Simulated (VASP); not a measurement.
Crystal: Au.

```
CELL_PARAMETERS angstrom
0.00000 1.96781 1.96781
1.96781 0.00000 1.96781
1.96781 1.96781 0.00000
ATOMIC_POSITIONS crystal
Au 0.00000 0.00000 0.00000
```

| Item | Value |
| --- | --- |
| Program | VASP 6.6.1 |
| Task | relaxation of cell and atoms |
| Functional | PBE |
| Potentials or basis | VASP PAW PBE potentials, release 64 (Au) |
| Cutoff | 600 eV |
| k mesh | 14 × 14 × 14 |
| Occupations | fermi-dirac, width 0.03 eV |
| Spin | no spin polarisation |

At the start: pressure 37.2 GPa; volume 15.24 Å³/atom.

Q: How do energy, volume and symmetry change on relaxing?

A: Over 5 steps the energy falls by 259.4 meV/atom and the volume is 17.92 Å³/atom (+17.6 %); space group Fm-3m (No. 225, to 0.05 Å).

The path:
```
step  energy change (eV)  largest force (eV/Å)  pressure (GPa)  volume (Å³)
   1              0.0000                0.0000           37.17        15.24
   2              0.2354                0.0000          -16.71        24.44
   3             -0.2568                0.0000           -2.41        18.25
   4             -0.2591                0.0000           -0.77        18.03
   5             -0.2594                0.0000            0.02        17.92
```

Final structure:
```xyz
1
Lattice="0.0000 2.0771 2.0771 2.0771 0.0000 2.0771 2.0771 2.0771 0.0000" Properties=species:S:1:pos:R:3 pbc="T T T"
Au    0.0000    0.0000    0.0000
```

Caveat: the volume moved by over 15 % at a fixed basis, so the end points are rough.
